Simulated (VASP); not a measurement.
# Cd2TeSe5 (P4/mmm) in VASP: single point with PBE

Aim: the single point of Cd2TeSe5 with PBE.

Program: VASP 6.6.1. These are calculated values, not measurements. Logs are shortened: lines on timing, memory, paths and dates and some standing lists are left out, and cuts for length are marked.

## (1) The cell of the first run

It takes space group P4/mmm (No. 123, tetragonal). Conventional cell: a = 6.567 Å, b = 6.567 Å, c = 5.338 Å, α = 90.00°, β = 90.00°, γ = 90.00°. Cd (site symmetry mmm) has 10 Se at 3.28 to 3.56 Å and 4 Te at 4.23 Å within 4.3 Å. Te (site symmetry 4/mmm) has 6 Se at 2.67 to 2.76 Å within 3.5 Å. Se (site symmetry 4/mmm) has 2 Te at 2.67 Å and 4 Cd at 3.28 Å within 3.5 Å. Se (site symmetry m2m) has 2 Se at 2.67 Å and 1 Te at 2.76 Å and 4 Cd at 3.56 Å within 3.6 Å.

The cell was built from a structure type or drawn by symmetry, and may not be a known phase.

## (2) Single point, PBE

The input, INCAR:

```
PREC = Accurate
ENCUT = 500
EDIFF = 1E-6
ISMEAR = 0
SIGMA = 0.15
LREAL = F
LASPH = T
NELM = 120
ALGO = Normal
ISIF = 2
LWAVE = F
LCHARG = F
GGA = PE
NBANDS = 40
GGA_COMPAT = F
```

The input, KPOINTS:

```
regular mesh
0
Gamma
  2 2 3
```

The input, POSCAR:

```
Cd2TeSe5
1.0
    6.5671025210      0.0000000000      0.0000000000
    0.0000000000      6.5671025210      0.0000000000
    0.0000000000      0.0000000000      5.3383441505
Cd Te Se
2 1 5
Direct
    0.0000000000      0.5000000000      0.5000000000
    0.5000000000      0.0000000000      0.5000000000
    0.0000000000      0.0000000000      0.0000000000
    0.0000000000      0.0000000000      0.5000000000
    0.7033119683      0.7033119683      0.0000000000
    0.2966880317      0.7033119683      0.0000000000
    0.2966880317      0.2966880317      0.0000000000
    0.7033119683      0.2966880317      0.0000000000
```

Potentials or basis: VASP PAW PBE potentials, release 64 (Cd, Te, Se).

On the command line:

```
$ cat potpaw_PBE.64/Cd/POTCAR potpaw_PBE.64/Te/POTCAR potpaw_PBE.64/Se/POTCAR > POTCAR
$ mpirun -np 1 vasp_std > vasp.out
```

OUTCAR:

```text
PREC = Accurate
   ENCUT = 500
   EDIFF = 1E-6
   ISMEAR = 0
   LREAL = F
   LASPH = T
   NELM = 120
   ISIF = 2
   GGA = PE

 ion  position               nearest neighbor table
   1  0.000  0.500  0.500-   4 3.28   4 3.28
   2  0.500  0.000  0.500-   4 3.28   4 3.28
   3  0.000  0.000  0.000-   4 2.67   4 2.67   6 2.76   7 2.76   8 2.76   5 2.76
   4  0.000  0.000  0.500-   3 2.67   3 2.67   1 3.28   2 3.28   1 3.28   2 3.28
   5  0.703  0.703  0.000-   6 2.67   8 2.67   3 2.76
   6  0.297  0.703  0.000-   5 2.67   7 2.67   3 2.76
   7  0.297  0.297  0.000-   6 2.67   8 2.67   3 2.76
   8  0.703  0.297  0.000-   5 2.67   7 2.67   3 2.76

  LATTYP: Found a simple tetragonal cell.
 ALAT       =     6.5671025210
 C/A-ratio  =     0.8128918550

  Lattice vectors:

 A1 = (   6.5671025210,   0.0000000000,   0.0000000000)
 A2 = (   0.0000000000,   6.5671025210,   0.0000000000)
 A3 = (   0.0000000000,   0.0000000000,   5.3383441505)

Analysis of symmetry for initial positions (statically):
=====================================================================
 Subroutine PRICEL returns:
 Original cell was already a primitive cell.

 Routine SETGRP: Setting up the symmetry group for a
 simple tetragonal supercell.

 Subroutine GETGRP returns: Found 16 space group operations
 (whereof 16 operations were pure point group operations)
 out of a pool of 16 trial point group operations.

The static configuration has the point symmetry D_4h.

Analysis of symmetry for dynamics (positions and initial velocities):
=====================================================================
 Subroutine PRICEL returns:
 Original cell was already a primitive cell.

 Routine SETGRP: Setting up the symmetry group for a
 simple tetragonal supercell.

 Subroutine GETGRP returns: Found 16 space group operations
 (whereof 16 operations were pure point group operations)
 out of a pool of 16 trial point group operations.

The dynamic configuration has the point symmetry D_4h.

 Subroutine INISYM returns: Found 16 space group operations
 (whereof 16 operations are pure point group operations),
 and found     1 'primitive' translations

----------------------------------------------------------------------------------------

                                     Primitive cell

  volume of cell :     230.2259

  direct lattice vectors                    reciprocal lattice vectors
     6.567102521  0.000000000  0.000000000     0.152274157  0.000000000  0.000000000
     0.000000000  6.567102521  0.000000000     0.000000000  0.152274157  0.000000000
     0.000000000  0.000000000  5.338344151     0.000000000  0.000000000  0.187324004

  length of vectors
     6.567102521  6.567102521  5.338344151     0.152274157  0.152274157  0.187324004

  position of ions in fractional coordinates (direct lattice)
     0.000000000  0.500000000  0.500000000
     0.500000000  0.000000000  0.500000000
     0.000000000  0.000000000  0.000000000
     0.000000000  0.000000000  0.500000000
     0.703311968  0.703311968  0.000000000
     0.296688032  0.703311968  0.000000000
     0.296688032  0.296688032  0.000000000
     0.703311968  0.296688032  0.000000000

  ion indices of the primitive-cell ions
   primitive index   ion index
                 1           1
                 2           2
                 3           3
                 4           4
                 5           5
                 6           6
                 7           7
                 8           8

----------------------------------------------------------------------------------------

 KPOINTS: regular mesh

Automatic generation of k-mesh.
 Grid dimensions read from file:
 generate k-points for:    2    2    3

 Generating k-lattice:

  Cartesian coordinates                     Fractional coordinates (reciprocal lattice)
     0.076137078  0.000000000  0.000000000     0.500000000  0.000000000  0.000000000
     0.000000000  0.076137078  0.000000000     0.000000000  0.500000000  0.000000000
     0.000000000  0.000000000  0.062441335     0.000000000  0.000000000  0.333333333

  Length of vectors
     0.076137078  0.076137078  0.062441335

  Shift w.r.t. Gamma in fractional coordinates (k-lattice)
     0.000000000  0.000000000  0.000000000

 Subroutine IBZKPT returns following result:
 ===========================================

 Found      6 irreducible k-points:

 Following reciprocal coordinates:
            Coordinates               Weight
  0.000000  0.000000  0.000000      1.000000
  0.500000  0.000000  0.000000      2.000000
  0.500000  0.500000  0.000000      1.000000
  0.000000  0.000000  0.333333      2.000000
  0.500000  0.000000  0.333333      4.000000
  0.500000  0.500000  0.333333      2.000000
   k-points           NKPTS =      6   k-points in BZ     NKDIM =      6   number of bands    NBANDS=     40
   number of dos      NEDOS =    301   number of ions     NIONS =      8
   total plane-waves  NPLWV =  92160
   dimension x,y,z NGX =    48 NGY =   48 NGZ =   40
   dimension x,y,z NGXF=    96 NGYF=   96 NGZF=   80
   ions per type =               2   1   5
   NGX,Y,Z   is equivalent  to a cutoff of  12.15, 12.15, 12.46 a.u.
   NGXF,Y,Z  is equivalent  to a cutoff of  24.30, 24.30, 24.91 a.u.
 SYSTEM =  unknown system
   PREC   = accura    normal or accurate (medium, high low for compatibility)
   ISTART =      0    job   : 0-new  1-cont  2-samecut
   ICHARG =      2    charge: 1-file 2-atom 10-const
   ISPIN  =      1    spin polarized calculation?
   LNONCOLLINEAR =      F non collinear calculations
   LSORBIT =      F    spin-orbit coupling
   LASPH  =      T    aspherical Exc in radial PAW
   ENCUT  =  500.0 eV  36.75 Ry    6.06 a.u.  11.97 11.97  9.73*2*pi/ulx,y,z
   NELM   =    120;   NELMIN=  2; NELMDL= -5     # of ELM steps
   EDIFF  = 0.1E-05   stopping-criterion for ELM
   LREAL  =      F    real-space projection
   EDIFFG = 0.1E-04   stopping-criterion for IOM
   NSW    =      0    number of steps for IOM
   IBRION =     -1    ionic relax: 0-MD 1-quasi-New 2-CG
   NFREE  =      0    steps in history (QN), initial steepest desc. (CG)
   ISIF   =      2    stress and relaxation
   ISYM   =      2    0-nonsym 1-usesym 2-fastsym
   POTIM  = 0.5000    time-step for ionic-motion
   TEBEG  =    0.0;   TEEND  =   0.0 temperature during run
   PSTRESS=    0.0 pullay stress
   NELECT =      60.0000    total number of electrons
   NUPDOWN=      -1.0000    fix difference up-down
   EMIN   =  10.00;   EMAX   =-10.00  energy-range for DOS
   EFERMI =   0.00;   METHOD = LEGACY
   ISMEAR =     0;   SIGMA  =   0.15  broadening in eV -4-tet -1-fermi 0-gaus
   EFERMI_NEDOS =   21; number of points for ismear=-14 and -15
   IALGO  =     38    algorithm
   IMIX   =      4    mixing-type and parameters
     AMIX     =   0.40;   BMIX     =  1.00
     AMIX_MAG =   1.60;   BMIX_MAG =  1.00
  volume/ion in A,a.u.               =      28.78       194.21
  Fermi-wavevector in a.u.,A,eV,Ry     =   1.045700  1.976087 14.877820  1.093489
  Thomas-Fermi vector in A             =   2.180507
   LORBIT       =      0    0 simple, 1 ext, 2 COOP (PROOUT), +10 PAW based schemes
   GGA     = PE    functional components
   LHFCALC =     F    Hartree Fock is set to
   AEXX    =    0.0000 exact exchange contribution
   IVDW    =     0    specifies the selected vdW correction
   LEPSILON=     F    determine dielectric tensor
   LRPA    =     F    only Hartree local field effects (RPA)
 non-spin polarized calculation
 Gauss-broadening in eV      SIGMA  =   0.15
  energy-cutoff  :      500.00
  volume of cell :      230.23
 maximum number of plane-waves:      5848
 NGX is ok and might be reduce to    48
   NGX = 23   NGY = 23   NGZ = 19

 number of electron      59.9999985 magnetization

 Free energy of the ion-electron system (eV)
  ---------------------------------------------------
  ext. energy  EPLUGINS =         0.00000000
  ---------------------------------------------------
  free energy    TOTEN  =       -20.11065371 eV

  energy without entropy =      -20.07016771  energy(sigma->0) =      -20.09041071

 E-fermi :   2.8776     XC(G=0):  -8.9771

 val. band max:        2.8094707718   @ k =   0.0000   0.0000   0.3333
 cond. band min:       2.9095626666   @ k =   0.5000   0.0000   0.3333
 fundamental gap:      0.1000918948
 Fermi energy:         2.8776483407

 k-point     1 :       0.0000    0.0000    0.0000
  band No.  band energies     occupation
      1     -12.4117      2.00000
      2     -10.7800      2.00000
      3     -10.1789      2.00000
      4     -10.1789      2.00000
      5      -8.5293      2.00000
      6      -7.8381      2.00000
[... 32 lines left out ...]
     39       7.6235      0.00000
     40       7.8777      0.00000

 k-point     2 :       0.5000    0.0000    0.0000
  band No.  band energies     occupation
      1     -12.0452      2.00000
      2     -11.5655      2.00000
      3      -9.9573      2.00000
      4      -9.9155      2.00000
      5      -8.9590      2.00000
      6      -7.4357      2.00000
[... 32 lines left out ...]
     39       7.3802      0.00000
     40       7.4606      0.00000

 k-point     3 :       0.5000    0.5000    0.0000
  band No.  band energies     occupation
      1     -11.8939      2.00000
      2     -11.3921      2.00000
      3     -10.2931      2.00000
      4     -10.2931      2.00000
      5      -9.1537      2.00000
      6      -6.5851      2.00000
[... 32 lines left out ...]
     39       7.3264      0.00000
     40       7.7352      0.00000

 k-point     4 :       0.0000    0.0000    0.3333
  band No.  band energies     occupation
      1     -12.1979      2.00000
      2     -10.6306      2.00000
      3     -10.1742      2.00000
      4     -10.1742      2.00000
      5      -9.0839      2.00000
      6      -8.5135      2.00000
[... 32 lines left out ...]
     39       7.1678      0.00000
     40       7.1678      0.00000

 k-point     5 :       0.5000    0.0000    0.3333
  band No.  band energies     occupation
      1     -11.6564      2.00000
      2     -11.5518      2.00000
      3     -10.2630      2.00000
      4      -9.9531      2.00000
      5      -8.9462      2.00000
      6      -8.3993      2.00000
[... 32 lines left out ...]
     39       7.4294      0.00000
     40       7.4570      0.00000

 k-point     6 :       0.5000    0.5000    0.3333
  band No.  band energies     occupation
      1     -11.4273      2.00000
      2     -11.3876      2.00000
      3     -10.2693      2.00000
      4     -10.2693      2.00000
      5     -10.0026      2.00000
      6      -7.1958      2.00000
[... 32 lines left out ...]
     39       7.2013      0.00000
     40       7.5487      0.00000

------------------------ aborting loop because EDIFF is reached ----------------------------------------

  FORCE on cell =-STRESS in cart. coord.  units (eV):
  Direction    XX          YY          ZZ          XY          YZ          ZX
  --------------------------------------------------------------------------------------
  -------------------------------------------------------------------------------------
  Total        0.5422765      0.5422765     -0.1880516      0.0000000      0.0000000      0.0000000
  in kB        3.7737851      3.7737851     -1.3086797      0.0000000      0.0000000      0.0000000
  external PRESSURE =       2.0796302 kB  Pullay stress =       0.0000000 kB

 VOLUME and BASIS-vectors are now :
 -----------------------------------------------------------------------------
  energy-cutoff  :      500.00
  volume of cell :      230.23
      direct lattice vectors                 reciprocal lattice vectors
     6.567102521  0.000000000  0.000000000     0.152274157  0.000000000  0.000000000
     0.000000000  6.567102521  0.000000000     0.000000000  0.152274157  0.000000000
     0.000000000  0.000000000  5.338344151     0.000000000  0.000000000  0.187324004

 POSITION                                       TOTAL-FORCE (eV/Angst)
 -----------------------------------------------------------------------------------
      0.00000      3.28355      2.66917         0.000000     -0.000000     -0.000000
      3.28355      0.00000      2.66917         0.000000     -0.000000     -0.000000
      0.00000      0.00000      0.00000         0.000000     -0.000000     -0.000000
      0.00000      0.00000      2.66917         0.000000     -0.000000     -0.000000
      4.61872      4.61872      0.00000        -0.030035     -0.030035     -0.000000
      1.94838      4.61872      0.00000         0.030035     -0.030035     -0.000000
      1.94838      1.94838      0.00000         0.030035      0.030035     -0.000000
      4.61872      1.94838      0.00000        -0.030035      0.030035      0.000000
 -----------------------------------------------------------------------------------
    total drift:                                0.000000      0.000000     -0.000000

  FREE ENERGIE OF THE ION-ELECTRON SYSTEM (eV)
  ---------------------------------------------------
  free  energy   TOTEN  =       -20.1106537132 eV

  energy  without entropy=      -20.0701677121  energy(sigma->0) =      -20.09041071
```

Wall time 34 s (1 thread of Intel Xeon Platinum 8488C (Sapphire Rapids), shared host); peak memory 0.32 GiB.

What came out:

* Free energy: -20.1107 eV
* Pressure: 0.2 GPa
* Largest force: 0.042 eV/Å
* Band gap on the k mesh: zero (bands 30 and 31 overlap by 0.41 eV)

Forces on the atoms (eV/Å):
```
Cd   0.000  0.000  0.000
Cd   0.000  0.000  0.000
Te   0.000  0.000  0.000
Se   0.000  0.000  0.000
Se  -0.030 -0.030  0.000
Se   0.030 -0.030  0.000
Se   0.030  0.030  0.000
Se  -0.030  0.030  0.000
```

Levels at points of the mesh, in eV from the Fermi level:
```
           k point  band 26  band 27  band 28  band 29  band 30  band 31  band 32  band 33  band 34  band 35
(0.00, 0.00, 0.00)    -1.87    -1.63    -0.55    -0.42    -0.38    -0.38     0.87     1.80     2.09     2.09
(0.50, 0.00, 0.00)    -1.94    -1.75    -1.67    -0.90    -0.36     0.36     0.39     1.10     1.29     3.26
(0.50, 0.50, 0.00)    -2.33    -1.52    -1.52    -0.51    -0.51     0.26     0.26     1.37     1.62     3.20
```

Caveat: the k points lie up to 0.48 Å⁻¹ apart; semilocal functionals underestimate gaps, so a narrow gap can read as zero; spin-orbit coupling is left out, which moves the levels of the heavy elements.
